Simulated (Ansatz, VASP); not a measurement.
# SiO2: VASP beside Ansatz

```xyz
15
Lattice="6.8871 0.0000 0.0000 0.0000 6.8871 0.0000 0.0000 0.0000 6.4001" Properties=species:S:1:pos:R:3 pbc="T T T"
Si    1.8543    0.0000    0.7636
Si    0.0000    5.0327    5.6365
Si    0.0000    1.8543    5.6365
Si    5.0327    0.0000    0.7636
Si    0.0000    0.0000    3.2001
O     1.3216    0.0000    2.2821
O     0.0000    5.5654    4.1180
O     0.0000    1.3216    4.1180
O     5.5654    0.0000    2.2821
O     1.3185    1.3185    0.0000
O     1.3185    5.5685    0.0000
O     5.5685    1.3185    0.0000
O     5.5685    5.5685    0.0000
O     3.4435    0.0000    0.7726
O     0.0000    3.4435    5.6275
```

Alike in both runs: task single point; functional LDA; k mesh 4 × 4 × 4; occupations gaussian, width 0.02 eV; no spin polarisation.

|  | VASP | Ansatz |
| --- | --- | --- |
| version | VASP 6.6.1 | Ansatz 0.2.0 |
| potentials or method | VASP PAW LDA potentials, release 64 (Si, O), cutoff 520 eV | scalar-relativistic, plane waves, PAW |
| valence electrons in the cell | 80 | 80 |

```tsv
	VASP	Ansatz	Ansatz less VASP
gap on the k mesh at the Fermi level (eV)	5.64	5.64	0.000
least direct gap on the mesh (eV)	5.69	5.69	-0.001
```

LDA's correlation is that of Perdew and Zunger in VASP and of Perdew and Wang (1992) in Ansatz.
